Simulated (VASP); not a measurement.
Ti9Ni7, 16 atoms in the cell. The cell holds an amorphous packing of atoms, 16 atoms: a = 6.118 Å, b = 6.259 Å, c = 6.545 Å, α = 84.50°, β = 89.59°, γ = 89.29°. 

| Item | Value |
| --- | --- |
| Program | VASP 6.6.1 |
| Task | single point |
| Functional | PBE |
| Potentials or basis | VASP PAW PBE potentials, release 64 (Ti_sv, Ni) |
| Cutoff | 520 eV |
| k mesh | 1 × 1 × 1, shifted |
| Occupations | fermi-dirac, width 0.2309 eV |
| Spin | no spin polarisation |
| Dipole correction | no |
| Further INCAR settings | LREAL = Auto; ALGO = Normal; EDIFF = 1e-07; NBANDS = 103; ISYM = 0 |

Potentials or basis: VASP PAW PBE potentials, release 64 (Ti_sv, Ni).

Launch:

```console
$ cat potpaw_PBE.64/Ti_sv/POTCAR potpaw_PBE.64/Ni/POTCAR > POTCAR
$ mpirun -np 1 vasp_std > vasp.out
```

Hardware: 1 thread of Intel(R) Xeon(R) 6975P-C (Granite Rapids) (shared host).

**Question.** How long does it take, and how much memory?

**Answer.** Wall time 78 s on 1 thread of Intel(R) Xeon(R) 6975P-C (Granite Rapids), on a shared host, peak memory 0.33 GiB. Counts: scf iterations 40, k points 1.
